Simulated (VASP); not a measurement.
Here is a VASP 6.6.1 calculation.

Contents of INCAR:

```
SYSTEM = Ag
  ALGO = Normal
  EDIFF = 1E-6
  ENCUT = 500
  GGA = PS
  GGA_COMPAT = .False.
  ISIF = 2
  ISMEAR = 0
  LASPH = .True.
  LCHARG = .False.
  LREAL = .False.
  LWAVE = .False.
  NBANDS = 12
  NELM = 120
  PREC = Accurate
  SIGMA = 0.1
```

KPOINTS

```
k-points
0
Gamma
  8 8 8
  0 0 0
```

POSCAR

```
Ag
1.0
   -1.4372596958      1.4372596958      2.1865809577
    1.4372596958     -1.4372596958      2.1865809577
    1.4372596958      1.4372596958     -2.1865809577
Ag
1
Direct
    0.0000000000      0.0000000000      0.0000000000
```

Potentials or basis: VASP PAW PBE potentials, release 64 (Ag).

Run with:

```console
$ cat potpaw_PBE.64/Ag/POTCAR > POTCAR
$ mpirun -np 1 vasp_std > vasp.out
```

Predict the pressure.

-7.3 GPa.

Stress tensor (GPa, compression positive):
```
-7.15  0.00  0.00
 0.00 -7.15  0.00
 0.00  0.00 -7.46
```

Caveat: the k points lie up to 0.39 Å⁻¹ apart; the PAW data sets were made with another functional, which shifts forces and pressure a little.
